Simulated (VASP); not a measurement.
# AlN (P6_3mc) in VASP: a series of runs

AlN is run at these levels: revPBE+D4, revPBE+D3(BJ), RPBE+D4; tasks: single point, relaxation of cell and atoms.

Program: VASP 6.6.1. These are calculated values, not measurements. Logs are shortened: lines on timing, memory, paths and dates and some standing lists are left out, and cuts for length are marked.

**The experiment to reproduce.**

From “Self-assembly of well-separated AlN nanowires directly on sputtered metallic TiN films”, 2019, arxiv:1910.07391, for a bulk crystal of AlN at 10 K: band gap 6.034 eV (an exciton energy, a little under the gap).

The results are compared with them further down.

### Step 1. The cell of the first run

It takes space group P6_3mc (No. 186, hexagonal). Conventional cell: a = 3.094 Å, b = 3.094 Å, c = 4.952 Å, α = 90.00°, β = 90.00°, γ = 120.00°. Within 2.5 Å of Al (site symmetry 3m) lie 4 N at 1.88 to 1.89 Å. N (site symmetry 3m) has 4 Al at 1.88 to 1.89 Å within 2.5 Å.

### Step 2. Single point, revPBE+D4

File INCAR:

```
ALGO     = Normal         # electronic algorithm
EDIFF    = 1E-6           # SCF threshold, eV
ENCUT    = 520            # plane-wave cutoff, eV
GGA      = RE             # functional
ISIF     = 2              # what is computed and relaxed
ISMEAR   = -1             # smearing method
IVDW     = 13             # dispersion correction
LASPH    = True           # aspherical terms in the spheres
LCHARG   = False          # write CHGCAR
LREAL    = False          # projectors in reciprocal space
LWAVE    = False          # write WAVECAR
NBANDS   = 16             # bands
NELM     = 60             # most SCF steps
PREC     = Accurate       # precision mode
SIGMA    = 0.05           # smearing width, eV
```

File KPOINTS:

```
k-points
0
Gamma
  10 10 6
```

File POSCAR:

```
AlN
1.0
    3.0941971191      0.0000000000      0.0000000000
   -1.5470985596      2.6796533095      0.0000000000
    0.0000000000      0.0000000000      4.9520820683
Al N
2 2
Direct
    0.6666666667      0.3333333333      0.4990023314
    0.3333333333      0.6666666667     -0.0009976686
    0.6666666667      0.3333333333      0.8809976686
    0.3333333333      0.6666666667      0.3809976686
```

Potentials or basis: VASP PAW PBE potentials, release 64 (Al, N).

Launch:

```sh
$ cat potpaw_PBE.64/Al/POTCAR potpaw_PBE.64/N/POTCAR > POTCAR
$ mpirun -np 1 vasp_std > vasp.out
```

OUTCAR:

```text
EDIFF = 1E-6
   ENCUT = 520
   GGA = RE
   ISIF = 2
   ISMEAR = -1
   IVDW = 13
   LASPH = True
   LREAL = False
   NELM = 60
   PREC = Accurate

 ion  position               nearest neighbor table
   1  0.667  0.333  0.499-   4 1.88   4 1.88   4 1.88   3 1.89   2 3.05   2 3.05   2 3.05   2 3.05
                             2 3.05   2 3.05
   2  0.333  0.667  0.999-   3 1.88   3 1.88   3 1.88   4 1.89   1 3.05   1 3.05   1 3.05   1 3.05
                             1 3.05   1 3.05
   3  0.667  0.333  0.881-   2 1.88   2 1.88   2 1.88   1 1.89
   4  0.333  0.667  0.381-   1 1.88   1 1.88   1 1.88   2 1.89

  LATTYP: Found a hexagonal cell.
 ALAT       =     3.0941971191
 C/A-ratio  =     1.6004416906

  Lattice vectors:

 A1 = (   3.0941971191,   0.0000000000,   0.0000000000)
 A2 = (  -1.5470985596,   2.6796533095,   0.0000000000)
 A3 = (   0.0000000000,   0.0000000000,   4.9520820683)

Analysis of symmetry for initial positions (statically):
=====================================================================
 Subroutine PRICEL returns:
 Original cell was already a primitive cell.

 Routine SETGRP: Setting up the symmetry group for a
 hexagonal supercell.

 Subroutine GETGRP returns: Found 12 space group operations
 (whereof  6 operations were pure point group operations)
 out of a pool of 24 trial point group operations.

The static configuration has the point symmetry C_3v.
 The point group associated with its full space group is C_6v.

Analysis of symmetry for dynamics (positions and initial velocities):
=====================================================================
 Subroutine PRICEL returns:
 Original cell was already a primitive cell.

 Routine SETGRP: Setting up the symmetry group for a
 hexagonal supercell.

 Subroutine GETGRP returns: Found 12 space group operations
 (whereof  6 operations were pure point group operations)
 out of a pool of 24 trial point group operations.

The dynamic configuration has the point symmetry C_3v.
 The point group associated with its full space group is C_6v.

 Subroutine INISYM returns: Found 12 space group operations
 (whereof  6 operations are pure point group operations),
 and found     1 'primitive' translations

----------------------------------------------------------------------------------------

                                     Primitive cell

  volume of cell :      41.0596

  direct lattice vectors                    reciprocal lattice vectors
     3.094197119  0.000000000  0.000000000     0.323185615  0.186591302  0.000000000
    -1.547098560  2.679653309  0.000000000     0.000000000  0.373182604  0.000000000
     0.000000000  0.000000000  4.952082068     0.000000000  0.000000000  0.201935264

  length of vectors
     3.094197119  3.094197119  4.952082068     0.373182604  0.373182604  0.201935264

  position of ions in fractional coordinates (direct lattice)
     0.666666667  0.333333333  0.499002331
     0.333333333  0.666666667  0.999002331
     0.666666667  0.333333333  0.880997669
     0.333333333  0.666666667  0.380997669

  ion indices of the primitive-cell ions
   primitive index   ion index
                 1           1
                 2           2
                 3           3
                 4           4

----------------------------------------------------------------------------------------

 KPOINTS: k-points

Automatic generation of k-mesh.
 Grid dimensions read from file:
 generate k-points for:   10   10    6

 Generating k-lattice:

  Cartesian coordinates                     Fractional coordinates (reciprocal lattice)
     0.032318562  0.018659130  0.000000000     0.100000000 -0.000000000  0.000000000
     0.000000000  0.037318260  0.000000000     0.000000000  0.100000000  0.000000000
     0.000000000  0.000000000  0.033655877     0.000000000  0.000000000  0.166666667

  Length of vectors
     0.037318260  0.037318260  0.033655877

  Shift w.r.t. Gamma in fractional coordinates (k-lattice)
     0.000000000  0.000000000  0.000000000

 Subroutine IBZKPT returns following result:
 ===========================================

 Found     56 irreducible k-points:

 Following reciprocal coordinates:
            Coordinates               Weight
  0.000000  0.000000  0.000000      1.000000
  0.100000 -0.000000  0.000000      6.000000
  0.200000 -0.000000  0.000000      6.000000
  0.300000  0.000000  0.000000      6.000000
  0.400000  0.000000  0.000000      6.000000
  0.500000 -0.000000  0.000000      3.000000
[... 16 lines left out ...]
  0.300000  0.100000  0.166667     24.000000
  0.400000  0.100000  0.166667     24.000000
 [... further k-points ...]
   k-points           NKPTS =     56   k-points in BZ     NKDIM =     56   number of bands    NBANDS=     16
   number of dos      NEDOS =    301   number of ions     NIONS =      4
   total plane-waves  NPLWV =  23040
   dimension x,y,z NGX =    24 NGY =   24 NGZ =   40
   dimension x,y,z NGXF=    48 NGYF=   48 NGZF=   80
   ions per type =               2   2
   NGX,Y,Z   is equivalent  to a cutoff of  12.89, 12.89, 13.43 a.u.
   NGXF,Y,Z  is equivalent  to a cutoff of  25.79, 25.79, 26.86 a.u.
 SYSTEM =  unknown system
   PREC   = accura    normal or accurate (medium, high low for compatibility)
   ISTART =      0    job   : 0-new  1-cont  2-samecut
   ICHARG =      2    charge: 1-file 2-atom 10-const
   ISPIN  =      1    spin polarized calculation?
   LNONCOLLINEAR =      F non collinear calculations
   LSORBIT =      F    spin-orbit coupling
   LASPH  =      T    aspherical Exc in radial PAW
   ENCUT  =  520.0 eV  38.22 Ry    6.18 a.u.   5.75  5.75  9.21*2*pi/ulx,y,z
   NELM   =     60;   NELMIN=  2; NELMDL= -5     # of ELM steps
   EDIFF  = 0.1E-05   stopping-criterion for ELM
   LREAL  =      F    real-space projection
   EDIFFG = 0.1E-04   stopping-criterion for IOM
   NSW    =      0    number of steps for IOM
   IBRION =     -1    ionic relax: 0-MD 1-quasi-New 2-CG
   NFREE  =      0    steps in history (QN), initial steepest desc. (CG)
   ISIF   =      2    stress and relaxation
   ISYM   =      2    0-nonsym 1-usesym 2-fastsym
   POTIM  = 0.5000    time-step for ionic-motion
   TEBEG  =    0.0;   TEEND  =   0.0 temperature during run
   PSTRESS=    0.0 pullay stress
   NELECT =      16.0000    total number of electrons
   NUPDOWN=      -1.0000    fix difference up-down
   EMIN   =  10.00;   EMAX   =-10.00  energy-range for DOS
   EFERMI =   0.00;   METHOD = LEGACY
   ISMEAR =    -1;   SIGMA  =   0.05  broadening in eV -4-tet -1-fermi 0-gaus
   EFERMI_NEDOS =   21; number of points for ismear=-14 and -15
   IALGO  =     38    algorithm
   IMIX   =      4    mixing-type and parameters
     AMIX     =   0.40;   BMIX     =  1.00
     AMIX_MAG =   1.60;   BMIX_MAG =  1.00
  volume/ion in A,a.u.               =      10.26        69.27
  Fermi-wavevector in a.u.,A,eV,Ry     =   1.195758  2.259655 19.454121  1.429838
  Thomas-Fermi vector in A             =   2.331716
   LORBIT       =      0    0 simple, 1 ext, 2 COOP (PROOUT), +10 PAW based schemes
   GGA     = RE    functional components
   LHFCALC =     F    Hartree Fock is set to
   AEXX    =    0.0000 exact exchange contribution
   IVDW    =    13    specifies the selected vdW correction
   LEPSILON=     F    determine dielectric tensor
   LRPA    =     F    only Hartree local field effects (RPA)
 non-spin polarized calculation
  energy-cutoff  :      520.00
  volume of cell :       41.06
 maximum number of plane-waves:      1124
 NGX is ok and might be reduce to    24
   NGX = 11   NGY = 11   NGZ = 19

 number of electron      15.9999996 magnetization

 Free energy of the ion-electron system (eV)
  ---------------------------------------------------
  ext. energy  EPLUGINS =         0.00000000
  ---------------------------------------------------
  free energy    TOTEN  =       -28.51907963 eV

  energy without entropy =      -28.51907963  energy(sigma->0) =      -28.51907963

 E-fermi :   7.3986     XC(G=0): -10.8925

 val. band max:        6.4128867793   @ k =   0.0000   0.0000   0.0000
 cond. band min:      10.7989441559   @ k =   0.0000   0.0000   0.0000
 fundamental gap:      4.3860573766
 Fermi energy:         7.3985605895

 k-point     1 :       0.0000    0.0000    0.0000
  band No.  band energies     occupation
      1      -8.9174      2.00000
      2      -6.7363      2.00000
      3       0.3601      2.00000
      4       5.5305      2.00000
      5       5.5305      2.00000
      6       6.1833      2.00000
[... 8 lines left out ...]
     15      19.7815      0.00000
     16      19.7815      0.00000

 k-point     2 :       0.1000   -0.0000    0.0000
  band No.  band energies     occupation
      1      -8.7886      2.00000
      2      -6.6639      2.00000
      3       0.5132      2.00000
      4       4.9500      2.00000
      5       5.3657      2.00000
      6       5.6210      2.00000
[... 8 lines left out ...]
     15      19.7234      0.00000
     16      19.8176      0.00000

 k-point     3 :       0.2000   -0.0000    0.0000
  band No.  band energies     occupation
      1      -8.4185      2.00000
      2      -6.4750      2.00000
      3       0.9611      2.00000
      4       3.6364      2.00000
      5       4.5130      2.00000
      6       5.0085      2.00000
[... 8 lines left out ...]
     15      18.8980      0.00000
     16      19.2793      0.00000

 k-point     4 :       0.3000    0.0000    0.0000
  band No.  band energies     occupation
      1      -7.8649      2.00000
      2      -6.2621      2.00000
      3       1.6610      2.00000
      4       2.2684      2.00000
      5       3.3918      2.00000
      6       4.6446      2.00000
[... 8 lines left out ...]
     15      18.7464      0.00000
     16      20.6007      0.00000
[... 324 lines left out ...]
 k-point    22 :       0.2000    0.1000    0.1667
  band No.  band energies     occupation
      1      -7.9809      2.00000
      2      -6.4795      2.00000
      3       1.5063      2.00000
      4       3.0817      2.00000
      5       3.5480      2.00000
      6       4.7393      2.00000
[... 8 lines left out ...]
     15      19.0702      0.00000
     16      20.3538      0.00000

 k-point    23 :       0.3000    0.1000    0.1667
  band No.  band energies     occupation
      1      -7.4056      2.00000
      2      -6.2721      2.00000
      3       1.4656      2.00000
      4       2.3215      2.00000
      5       3.0781      2.00000
      6       4.2633      2.00000
[... 8 lines left out ...]
     15      19.0356      0.00000
     16      21.0959      0.00000

 k-point    24 :       0.4000    0.1000    0.1667
  band No.  band energies     occupation
      1      -6.9051      2.00000
      2      -6.2327      2.00000
      3       0.9542      2.00000
      4       1.9820      2.00000
      5       3.3159      2.00000
      6       4.0987      2.00000
[... 8 lines left out ...]
     15      19.2256      0.00000
     16      21.6093      0.00000

 [... further k-points ...]

------------------------ aborting loop because EDIFF is reached ----------------------------------------

  DFT-D4 for vdW energy calculation

  Edisp (eV):   -2.37334

  FORCE on cell =-STRESS in cart. coord.  units (eV):
  Direction    XX          YY          ZZ          XY          YZ          ZX
  --------------------------------------------------------------------------------------
  -------------------------------------------------------------------------------------
  Total      -0.15610    -0.15610    -0.13438     0.00000     0.00000     0.00000
  in kB      -6.09114    -6.09114    -5.24353     0.00000     0.00000     0.00000
  external pressure =       -5.81 kB  Pullay stress =        0.00 kB

 VOLUME and BASIS-vectors are now :
 -----------------------------------------------------------------------------
  energy-cutoff  :      520.00
  volume of cell :       41.06
      direct lattice vectors                 reciprocal lattice vectors
     3.094197119  0.000000000  0.000000000     0.323185615  0.186591302  0.000000000
    -1.547098560  2.679653309  0.000000000     0.000000000  0.373182604  0.000000000
     0.000000000  0.000000000  4.952082068     0.000000000  0.000000000  0.201935264

 POSITION                                       TOTAL-FORCE (eV/Angst)
 -----------------------------------------------------------------------------------
      1.54710      0.89322      2.47110         0.000000      0.000000      0.001331
     -0.00000      1.78644      4.94714         0.000000     -0.000000      0.001331
      1.54710      0.89322      4.36277        -0.000000      0.000000     -0.001331
     -0.00000      1.78644      1.88673         0.000000      0.000000     -0.001331
 -----------------------------------------------------------------------------------
    total drift:                               -0.000000      0.000000     -0.000798

  FREE ENERGIE OF THE ION-ELECTRON SYSTEM (eV)
  ---------------------------------------------------
  free  energy   TOTEN  =       -30.8924160502 eV

  energy  without entropy=      -30.8924160502  energy(sigma->0) =      -30.89241605
```

Wall time 27 s (1 thread of Intel Xeon Platinum 8175M at 2.50GHz (Skylake/Cascade Lake), shared host); peak memory 0.17 GiB.

Results:

- Free energy: -30.8924 eV
- Pressure: -0.6 GPa
- Band gap on the k mesh: 4.39 eV, direct
- Dispersion energy per atom: -0.593 eV

Stress tensor (GPa, compression positive):
```
-0.61  0.00  0.00
 0.00 -0.61  0.00
 0.00  0.00 -0.52
```

Caveat: the PAW data sets were made with another functional, which shifts forces and pressure a little.

(Part 1 of 3 ends here.)
